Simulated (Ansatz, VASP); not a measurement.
## ZnSe: VASP beside Ansatz

```
Zn Se
1.0
     0.00000    2.71397    2.71397
     2.71397    0.00000    2.71397
     2.71397    2.71397    0.00000
Zn Se
1 1
Direct
  0.00000 0.00000 0.00000
  0.25000 0.25000 0.25000
```

Change from the starting cell: volume scaled by 0.88, PAW files.

Alike in both runs: task single point; functional r2SCAN; k mesh 11 × 11 × 11; occupations fermi-dirac, width 0.05 eV; no spin polarisation.

```csv
,VASP,Ansatz
version,VASP 6.6.1,Ansatz 0.2.0
potentials or method,"VASP PAW PBE potentials, release 64 (Zn, Se)","PAW with Ansatz's default frozen-core files, scalar-relativistic"
plane-wave cutoff (eV),520,500
valence electrons in the cell,18,28
```

|  | VASP | Ansatz | Ansatz less VASP |
| --- | --- | --- | --- |
| gap on the k mesh at the Fermi level (eV) | 2.46 | 2.44 | -0.014 |
| pressure (GPa) | 11.3 | 11.1 | -0.20 |

VASP's potentials were made for PBE, not for r2SCAN. VASP's potentials hold 18 valence electrons a cell and Ansatz's 28, so a difference there can come from the potentials and not from the codes.
